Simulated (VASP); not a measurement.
The system is Hf.

```xyz
2
Lattice="3.1600 0.0000 0.0000 -1.5800 2.7366 0.0000 0.0000 0.0000 5.1603" Properties=species:S:1:pos:R:3 pbc="T T T"
Hf    0.0000    1.8244    1.2901
Hf    1.5800    0.9122    3.8702
```

| Quantity | Value |
| --- | --- |
| Program | VASP 6.6.1 |
| Task | relaxation of cell and atoms |
| Functional | revPBE |
| Dispersion | D3(BJ) |
| Potentials or basis | VASP PAW PBE potentials, release 64 (Hf_pv) |
| Cutoff | 600 eV |
| k mesh | 9 × 9 × 5 |
| Occupations | fermi-dirac, width 0.1 eV |
| Spin | no spin polarisation |

At the start: pressure -3.2 GPa; volume 22.31 Å³/atom.

Q: Where does the relaxation end?

A: Over 4 steps the energy falls by 13.1 meV/atom and the volume is 21.64 Å³/atom (-3.0 %); space group P6_3/mmc (No. 194, to 0.05 Å).

Step by step:
```
step  energy change (eV)  largest force (eV/Å)  pressure (GPa)  volume (Å³)
   1              0.0000                0.0000           -3.24        44.62
   2             -0.0058                0.0000            4.35        41.76
   3             -0.0226                0.0000            0.60        43.05
   4             -0.0261                0.0000            0.10        43.27
```

Final structure:
```cif
data_structure
_symmetry_space_group_name_H-M 'P 1'
_symmetry_Int_Tables_number 1
_cell_length_a 3.1596
_cell_length_b 3.1596
_cell_length_c 5.0048
_cell_angle_alpha 90.000
_cell_angle_beta 90.000
_cell_angle_gamma 120.000
_cell_volume 43.27
loop_
_atom_site_label
_atom_site_type_symbol
_atom_site_fract_x
_atom_site_fract_y
_atom_site_fract_z
_atom_site_occupancy
Hf1 Hf 0.33333 0.66667 0.25000 1
Hf2 Hf 0.66667 0.33333 0.75000 1
```

Caveat: the PAW data sets were made with another functional, which shifts forces and pressure a little; pairwise dispersion overbinds metals, which lowers pressure and volume.
